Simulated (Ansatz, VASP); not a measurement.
# One calculation of Ti3H, two programs

```xyz
4
Lattice="3.8632 0.0000 0.0000 0.0000 3.8632 0.0000 0.0000 0.0000 3.8632" Properties=species:S:1:pos:R:3 pbc="T T T"
Ti    0.0000    1.9316    1.9316
Ti    1.9316    1.9316    0.0000
Ti    1.9316    0.0000    1.9316
H     0.0000    0.0000    0.0000
```

Change from the starting cell: species swapped into the La3Tl type (Pm-3m, No. 221).

Alike in both runs: functional PBE; k mesh 4 × 4 × 4; occupations gaussian, width 0.1 eV; no spin polarisation.

Ansatz relaxed the structure, and its values are those at the end. VASP's run is a single point on that final structure, the one shown.

|  | VASP | Ansatz |
| --- | --- | --- |
| version | VASP 6.6.1 | Ansatz 0.2.0 |
| potentials or method | VASP PAW PBE potentials, release 64 (Ti_sv, H), cutoff 520 eV | scalar-relativistic, plane waves, PAW |
| valence electrons in the cell | 37 | 37 |

|  | VASP | Ansatz | Ansatz less VASP |
| --- | --- | --- | --- |
| gap on the k mesh at the Fermi level (eV) | none | none | - |
| pressure (GPa) | -0.5 | -0.2 | +0.31 |

A gap of «none» marks a metal or a gap that the smearing closes.

The k mesh is coarse, so the values compare programs but aren't converged.
